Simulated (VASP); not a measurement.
Wanted: the native input for a VASP 6.6.1 run.

- Task: single point
- Functional: PBEsol
- Potentials or basis: VASP PAW PBE potentials, release 64 (Be)
- Cutoff: 520 eV
- k mesh: 26 × 26 × 15
- Occupations: fermi-dirac, width 0.1 eV
- Spin: no spin polarisation
- Dipole correction: no
- Further INCAR settings: ALGO = Normal; EDIFF = 1e-06; NBANDS = 9

The structure of Be lies in POSCAR:

```
Be
1.0
    2.2580750172      0.0000000000      0.0000000000
   -1.1290375086      1.9555503286      0.0000000000
    0.0000000000      0.0000000000      3.5503490472
Be
2
Direct
    0.3333333333      0.6666666667      0.2500000000
    0.6666666667      0.3333333333      0.7500000000
```

The input as run:

INCAR

```
PREC = Accurate
ENCUT = 520
EDIFF = 1E-6
ISMEAR = -1
SIGMA = 0.1
LREAL = False
LASPH = True
NELM = 100
ALGO = Normal
ISIF = 2
LWAVE = False
LCHARG = False
GGA = PS
NBANDS = 9
```

KPOINTS

```
regular mesh
0
Gamma
  26 26 15
```

Potentials or basis: VASP PAW PBE potentials, release 64 (Be).

Command:

```sh
$ cat potpaw_PBE.64/Be/POTCAR > POTCAR
$ mpirun -np 1 vasp_std > vasp.out
```

Results of the run:

* Pressure: 0.4 GPa
* Band gap on the k mesh: zero (bands 2 and 3 overlap by 1.70 eV)

Caveat: the PAW data sets were made with another functional, which shifts forces and pressure a little.

Run time: 28 s on 1 thread of AMD EPYC 9R14 (Zen 4) (shared host), peak memory 0.15 GiB.
